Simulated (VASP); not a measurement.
Set up this calculation in VASP 6.6.1, as the native input.

* Task: single point
* Functional: LDA
* Potentials or basis: VASP PAW LDA potentials, release 64 (Ga_d, P)
* Cutoff: 500 eV
* k mesh: 6 × 6 × 6
* Occupations: gaussian, width 0.1 eV
* Spin: no spin polarisation
* Dipole correction: no
* Further INCAR settings: ALGO = Normal; EDIFF = 1e-06; NBANDS = 16

The structure of GaP lies in POSCAR:

```
GaP
1.0
    0.0000000000      2.7258124900      2.7258124900
    2.7258124900      0.0000000000      2.7258124900
    2.7258124900      2.7258124900      0.0000000000
Ga P
1 1
Direct
    0.0000000000      0.0000000000      0.0000000000
    0.7500000000      0.7500000000      0.7500000000
```

One way to write it, as run:

INCAR

```
SYSTEM = GaP
ALGO     = Normal         ! electronic algorithm
EDIFF    = 1E-6           ! SCF threshold, eV
ENCUT    = 500            ! plane-wave cutoff, eV
GGA      = CA             ! functional
GGA_COMPAT= .FALSE.      
ISIF     = 2              ! what is computed and relaxed
ISMEAR   = 0              ! smearing method
LASPH    = .TRUE.         ! aspherical terms in the spheres
LCHARG   = .TRUE.         ! write CHGCAR
LELF     = .TRUE.         ! ELF
LREAL    = .FALSE.        ! projectors in reciprocal space
LVHAR    = .TRUE.       
LWAVE    = .FALSE.        ! write WAVECAR
NBANDS   = 16             ! bands
NELM     = 120            ! most SCF steps
PREC     = Accurate       ! precision mode
SIGMA    = 0.1            ! smearing width, eV
```

KPOINTS

```
k-points
0
G
  6 6 6
  0 0 0
```

Potentials or basis: VASP PAW LDA potentials, release 64 (Ga_d, P).

The run is started by

```bash
$ cat potpaw_LDA.64/Ga_d/POTCAR potpaw_LDA.64/P/POTCAR > POTCAR
$ mpirun -np 1 vasp_std > vasp.out
```

Results of the run:

```json
{"Pressure": "-2.7 GPa", "Band gap on the k mesh": "1.49 eV (least direct gap 1.63 eV)"}
```

Wall time 13 s on 1 thread of Intel Xeon 8259CL, with other jobs on the host, peak memory 0.13 GiB.
